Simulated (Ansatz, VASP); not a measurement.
**Two plane-wave programs on MgO**

```
Mg O
1.0
     0.00000    2.10850    2.10850
     2.10850    0.00000    2.10850
     2.10850    2.10850    0.00000
Mg O
1 1
Direct
  0.99526 0.00474 0.00474
  0.50000 0.50000 0.50000
```

Alike in both runs: task single point; functional PBE; k mesh 8 × 8 × 8; no spin polarisation.

|  | VASP | Ansatz |
| --- | --- | --- |
| version | VASP 6.6.1 | Ansatz 0.2.0 |
| potentials or method | VASP PAW PBE potentials, release 64 (Mg, O), cutoff 600 eV | plane waves, PAW |
| occupations | gaussian, width 0.01 eV | fixed |
| valence electrons in the cell | 8 | 16 |

Ansatz gave:

```
gap on the k mesh at the Fermi level (eV) : 4.71
```

Q: Which values does VASP return?

A: gap on the k mesh at the Fermi level (eV): 4.69.

VASP's potentials hold 8 valence electrons a cell and Ansatz's 16, so a difference there can come from the potentials and not from the codes.
